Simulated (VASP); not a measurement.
# Zr (Fd-3m) in VASP: further runs, part 2 of 2

VASP 6.6.1. Earlier steps stand in the parts before.

**4. Single point, PBEsol**

This run uses another cell than the first one, of 28.92 Å³/atom.

INCAR

```
SYSTEM = Zr
  PREC = Accurate
  ENCUT = 520
  EDIFF = 1E-6
  ISMEAR = 0
  SIGMA = 0.1
  LREAL = .False.
  LASPH = .True.
  NELM = 100
  ALGO = Normal
  ISIF = 2
  LWAVE = .False.
  LCHARG = .False.
  GGA = PS
  NBANDS = 19
```

KPOINTS

```
Automatic mesh
0
Gamma
  12 12 12
  0 0 0
```

POSCAR

```
Zr
1.0
    0.0000000000      3.0696243823      3.0696243823
    3.0696243823      0.0000000000      3.0696243823
    3.0696243823      3.0696243823      0.0000000000
Zr
2
Direct
    0.5000000000      0.5000000000      0.5000000000
    0.7500000000      0.7500000000      0.7500000000
```

Potentials or basis: VASP PAW PBE potentials, release 64 (Zr_sv).

On the command line:

```bash
$ cat potpaw_PBE.64/Zr_sv/POTCAR > POTCAR
$ mpirun -np 1 vasp_std > vasp.out
```

OUTCAR:

```text
SYSTEM = Zr
   PREC = Accurate
   ENCUT = 520
   EDIFF = 1E-6
   ISMEAR = 0
   LREAL = .False.
   LASPH = .True.
   NELM = 100
   ISIF = 2
   GGA = PS

 ion  position               nearest neighbor table
   1  0.500  0.500  0.500-   2 2.66   2 2.66   2 2.66   2 2.66
   2  0.750  0.750  0.750-   1 2.66   1 2.66   1 2.66   1 2.66

  LATTYP: Found a face centered cubic cell.
 ALAT       =     6.1392487646

  Lattice vectors:

 A1 = (   0.0000000000,   3.0696243823,   3.0696243823)
 A2 = (   3.0696243823,   0.0000000000,   3.0696243823)
 A3 = (   3.0696243823,   3.0696243823,   0.0000000000)

Analysis of symmetry for initial positions (statically):
=====================================================================
 Subroutine PRICEL returns:
 Original cell was already a primitive cell.

 Routine SETGRP: Setting up the symmetry group for a
 face centered cubic supercell.

 Subroutine GETGRP returns: Found 48 space group operations
 (whereof 24 operations were pure point group operations)
 out of a pool of 48 trial point group operations.

The static configuration has the point symmetry T_d .
 The point group associated with its full space group is O_h .

Analysis of symmetry for dynamics (positions and initial velocities):
=====================================================================
 Subroutine PRICEL returns:
 Original cell was already a primitive cell.

 Routine SETGRP: Setting up the symmetry group for a
 face centered cubic supercell.

 Subroutine GETGRP returns: Found 48 space group operations
 (whereof 24 operations were pure point group operations)
 out of a pool of 48 trial point group operations.

The dynamic configuration has the point symmetry T_d .
 The point group associated with its full space group is O_h .

 Subroutine INISYM returns: Found 48 space group operations
 (whereof 24 operations are pure point group operations),
 and found     1 'primitive' translations

----------------------------------------------------------------------------------------

                                     Primitive cell

  volume of cell :      57.8476

  direct lattice vectors                    reciprocal lattice vectors
     0.000000000  3.069624382  3.069624382    -0.162886379  0.162886379  0.162886379
     3.069624382  0.000000000  3.069624382     0.162886379 -0.162886379  0.162886379
     3.069624382  3.069624382  0.000000000     0.162886379  0.162886379 -0.162886379

  length of vectors
     4.341104433  4.341104433  4.341104433     0.282127484  0.282127484  0.282127484

  position of ions in fractional coordinates (direct lattice)
     0.500000000  0.500000000  0.500000000
     0.750000000  0.750000000  0.750000000

  ion indices of the primitive-cell ions
   primitive index   ion index
                 1           1
                 2           2

----------------------------------------------------------------------------------------

 KPOINTS: Automatic mesh

Automatic generation of k-mesh.
 Grid dimensions read from file:
 generate k-points for:   12   12   12

 Generating k-lattice:

  Cartesian coordinates                     Fractional coordinates (reciprocal lattice)
    -0.013573865  0.013573865  0.013573865     0.083333333  0.000000000  0.000000000
     0.013573865 -0.013573865  0.013573865     0.000000000  0.083333333  0.000000000
     0.013573865  0.013573865 -0.013573865     0.000000000  0.000000000  0.083333333

  Length of vectors
     0.023510624  0.023510624  0.023510624

  Shift w.r.t. Gamma in fractional coordinates (k-lattice)
     0.000000000  0.000000000  0.000000000

 Subroutine IBZKPT returns following result:
 ===========================================

 Found     72 irreducible k-points:

 Following reciprocal coordinates:
            Coordinates               Weight
  0.000000  0.000000  0.000000      1.000000
  0.083333  0.000000  0.000000      8.000000
  0.166667  0.000000  0.000000      8.000000
  0.250000  0.000000  0.000000      8.000000
  0.333333  0.000000  0.000000      8.000000
  0.416667  0.000000  0.000000      8.000000
[... 16 lines left out ...]
  0.500000  0.166667  0.000000     24.000000
 -0.416667  0.166667  0.000000     24.000000
 [... further k-points ...]
   k-points           NKPTS =     72   k-points in BZ     NKDIM =     72   number of bands    NBANDS=     19
   number of dos      NEDOS =    301   number of ions     NIONS =      2
   total plane-waves  NPLWV =  32768
   dimension x,y,z NGX =    32 NGY =   32 NGZ =   32
   dimension x,y,z NGXF=    64 NGYF=   64 NGZF=   64
   ions per type =               2
   NGX,Y,Z   is equivalent  to a cutoff of  12.25, 12.25, 12.25 a.u.
   NGXF,Y,Z  is equivalent  to a cutoff of  24.51, 24.51, 24.51 a.u.
 SYSTEM =  Zr
   PREC   = accura    normal or accurate (medium, high low for compatibility)
   ISTART =      0    job   : 0-new  1-cont  2-samecut
   ICHARG =      2    charge: 1-file 2-atom 10-const
   ISPIN  =      1    spin polarized calculation?
   LNONCOLLINEAR =      F non collinear calculations
   LSORBIT =      F    spin-orbit coupling
   LASPH  =      T    aspherical Exc in radial PAW
   ENCUT  =  520.0 eV  38.22 Ry    6.18 a.u.   8.07  8.07  8.07*2*pi/ulx,y,z
   NELM   =    100;   NELMIN=  2; NELMDL= -5     # of ELM steps
   EDIFF  = 0.1E-05   stopping-criterion for ELM
   LREAL  =      F    real-space projection
   EDIFFG = 0.1E-04   stopping-criterion for IOM
   NSW    =      0    number of steps for IOM
   IBRION =     -1    ionic relax: 0-MD 1-quasi-New 2-CG
   NFREE  =      0    steps in history (QN), initial steepest desc. (CG)
   ISIF   =      2    stress and relaxation
   ISYM   =      2    0-nonsym 1-usesym 2-fastsym
   POTIM  = 0.5000    time-step for ionic-motion
   TEBEG  =    0.0;   TEEND  =   0.0 temperature during run
   PSTRESS=    0.0 pullay stress
   NELECT =      24.0000    total number of electrons
   NUPDOWN=      -1.0000    fix difference up-down
   EMIN   =  10.00;   EMAX   =-10.00  energy-range for DOS
   EFERMI =   0.00;   METHOD = LEGACY
   ISMEAR =     0;   SIGMA  =   0.10  broadening in eV -4-tet -1-fermi 0-gaus
   EFERMI_NEDOS =   21; number of points for ismear=-14 and -15
   IALGO  =     38    algorithm
   IMIX   =      4    mixing-type and parameters
     AMIX     =   0.40;   BMIX     =  1.00
     AMIX_MAG =   1.60;   BMIX_MAG =  1.00
  volume/ion in A,a.u.               =      28.92       195.19
  Fermi-wavevector in a.u.,A,eV,Ry     =   1.221003  2.307361 20.284218  1.490848
  Thomas-Fermi vector in A             =   2.356200
   LORBIT       =      0    0 simple, 1 ext, 2 COOP (PROOUT), +10 PAW based schemes
   GGA     = PS    functional components
   LHFCALC =     F    Hartree Fock is set to
   AEXX    =    0.0000 exact exchange contribution
   IVDW    =     0    specifies the selected vdW correction
   LEPSILON=     F    determine dielectric tensor
   LRPA    =     F    only Hartree local field effects (RPA)
 non-spin polarized calculation
 Gauss-broadening in eV      SIGMA  =   0.10
  energy-cutoff  :      520.00
  volume of cell :       57.85
 maximum number of plane-waves:      1588
   NGX = 17   NGY = 17   NGZ = 17

 number of electron      24.0000000 magnetization

 Free energy of the ion-electron system (eV)
  ---------------------------------------------------
  ext. energy  EPLUGINS =         0.00000000
  ---------------------------------------------------
  free energy    TOTEN  =       -13.28258687 eV

  energy without entropy =      -13.25709585  energy(sigma->0) =      -13.26984136

 E-fermi :   6.0416     XC(G=0):  -9.9387

 val. band max:        6.0373253959   @ k =   0.4167   0.3333   0.0833
 cond. band min:       6.0498829247   @ k =   0.0000   0.0000   0.0000
 fundamental gap:      0.0125575288
 Fermi energy:         6.0415929375

 k-point     1 :       0.0000    0.0000    0.0000
  band No.  band energies     occupation
      1     -42.7773      2.00000
      2     -42.0652      2.00000
      3     -21.1796      2.00000
      4     -21.1796      2.00000
      5     -21.1796      2.00000
      6     -20.0195      2.00000
[... 11 lines left out ...]
     18      11.9115      0.00000
     19      11.9115      0.00000
[... 485 lines left out ...]
 k-point    24 :      -0.4167    0.1667    0.0000
  band No.  band energies     occupation
      1     -42.5765      2.00000
      2     -42.2789      2.00000
      3     -21.4326      2.00000
      4     -21.3464      2.00000
      5     -21.0158      2.00000
      6     -20.1738      2.00000
[... 11 lines left out ...]
     18      10.3991      0.00000
     19      11.3515      0.00000

 [... further k-points ...]

------------------------ aborting loop because EDIFF is reached ----------------------------------------

  FORCE on cell =-STRESS in cart. coord.  units (eV):
  Direction    XX          YY          ZZ          XY          YZ          ZX
  --------------------------------------------------------------------------------------
  -------------------------------------------------------------------------------------
  Total        0.0359650      0.0359650      0.0359650      0.0000000      0.0000000     -0.0000000
  in kB        0.9961044      0.9961044      0.9961044      0.0000000      0.0000000     -0.0000000
  external PRESSURE =       0.9961044 kB  Pullay stress =       0.0000000 kB

 VOLUME and BASIS-vectors are now :
 -----------------------------------------------------------------------------
  energy-cutoff  :      520.00
  volume of cell :       57.85
      direct lattice vectors                 reciprocal lattice vectors
     0.000000000  3.069624382  3.069624382    -0.162886379  0.162886379  0.162886379
     3.069624382  0.000000000  3.069624382     0.162886379 -0.162886379  0.162886379
     3.069624382  3.069624382  0.000000000     0.162886379  0.162886379 -0.162886379

 POSITION                                       TOTAL-FORCE (eV/Angst)
 -----------------------------------------------------------------------------------
      3.06962      3.06962      3.06962        -0.000000      0.000000     -0.000000
      4.60444      4.60444      4.60444         0.000000     -0.000000      0.000000
 -----------------------------------------------------------------------------------
    total drift:                               -0.000000     -0.000000      0.000000

  FREE ENERGIE OF THE ION-ELECTRON SYSTEM (eV)
  ---------------------------------------------------
  free  energy   TOTEN  =       -13.2825868747 eV

  energy  without entropy=      -13.2570958521  energy(sigma->0) =      -13.26984136
```

stdout:

```text
POSCAR found type information on POSCAR Zr
 POSCAR found :  1 types and       2 ions
 scaLAPACK will be used
 -----------------------------------------------------------------------------
|                                                                             |
|                                                                             |
|     You enforced a specific xc type in the INCAR file but a different       |
|     I HOPE YOU KNOW WHAT YOU ARE DOING!                                     |
|                                                                             |
 -----------------------------------------------------------------------------

 LDA part: xc-table for (Slater+PW92), standard interpolation
 POSCAR, INCAR and KPOINTS ok, starting setup
 FFT: planning ... GRIDC
 FFT: planning ... GRID_SOFT
 FFT: planning ... GRID
 WAVECAR not read
 entering main loop
```

It took 20 s on 1 thread of Intel Xeon 6975P-C (Granite Rapids), shared host; peak memory 0.21 GiB.

What came out:

```
Free energy            : -13.2826 eV
Pressure               : 0.1 GPa
Band gap on the k mesh : zero (bands 12 and 13 overlap by 0.26 eV)
```

Caveat: the PAW data sets were made with another functional, which shifts forces and pressure a little.

**5. Relaxation of cell and atoms, PBEsol**

This run uses another cell than the first one, of 28.92 Å³/atom.

INCAR

```
SYSTEM = Zr
ALGO = Normal
EDIFF = 1E-6
EDIFFG = -0.01
ENCUT = 600
GGA = PS
IBRION = 2
ISIF = 3
ISMEAR = 0
LASPH = .True.
LCHARG = .False.
LREAL = .False.
LWAVE = .False.
NELM = 60
NSW = 80
PREC = Accurate
SIGMA = 0.1
```

KPOINTS

```
k-points
0
Gamma
  12 12 12
  0 0 0
```

POSCAR is that of step 4.

On the command line:

```bash
$ cat potpaw_PBE.64/Zr_sv/POTCAR > POTCAR
$ mpirun -np 1 vasp_std > vasp.out
```

Run time: 50 s. Hardware: 1 thread of Intel Xeon 6975P-C (Granite Rapids), shared host; peak memory 0.24 GiB.

Results (log left out):

* Free energy: -13.2833 eV
* Relaxed volume: 29.02 Å³/atom
* Relaxed cell: a = 4.346 Å, b = 4.346 Å, c = 4.346 Å, α = 60.00°, β = 60.00°, γ = 60.00°
* Space group after relaxing (to 0.1 Å): Fd-3m (No. 227)
* Energy gained by relaxing: 0.0 meV/atom
* Ionic steps: 2
* Pressure after relaxing: 0.0 GPa
* Band gap on the k mesh: zero (bands 12 and 13 overlap by 0.25 eV)

Final structure:
```yaml
crystal:
  lattice:
    - [0.00000, 3.07313, 3.07313]
    - [3.07313, 0.00000, 3.07313]
    - [3.07313, 3.07313, 0.00000]
  atoms:
    - { symbol: Zr, position: [0.50000, 0.50000, 0.50000] }
    - { symbol: Zr, position: [0.75000, 0.75000, 0.75000] }
```

Levels at points of the mesh, in eV from the Fermi level:
```
           k point  band 8  band 9  band 10  band 11  band 12  band 13  band 14  band 15  band 16
(0.00, 0.00, 0.00)  -26.07   -4.18    -0.96    -0.96     0.01     0.01     0.01     2.25     2.25
(0.50, 0.00, 0.00)  -25.91   -1.63    -1.25    -0.83    -0.83    -0.19    -0.19     0.88     3.41
(0.50, 0.50, 0.00)  -25.75   -1.97    -1.97    -0.12    -0.12     0.52     0.52     1.76     1.76
```

Caveat: the PAW data sets were made with another functional, which shifts forces and pressure a little.

**6. Overview**

```tsv
task	cell	k mesh	cutoff (eV)	gap on the mesh (eV)	pressure (GPa)
single point	a = 5.190 Å, angles 60.0°, 2 atoms	4 × 4 × 4	500	none	-7.1
single point	a = 4.341 Å, angles 60.0°, 2 atoms	10 × 10 × 10	500	none	0.2
single point	a = 4.341 Å, angles 60.0°, 2 atoms	12 × 12 × 12	520	none	0.1
relaxation of cell and atoms	relaxed from a = 4.341 Å, angles 60.0°, 2 atoms	12 × 12 × 12	600	none	0.0
```

Alike in all rows: level PBEsol; potentials or basis VASP PAW PBE potentials, release 64 (Zr_sv); no spin polarisation; smearing gaussian 0.1 eV.

Caveats: some runs use coarse meshes; the PAW data sets were made with another functional, which shifts forces and pressure a little.

Absolute energies hang on the potentials; compare differences alone.
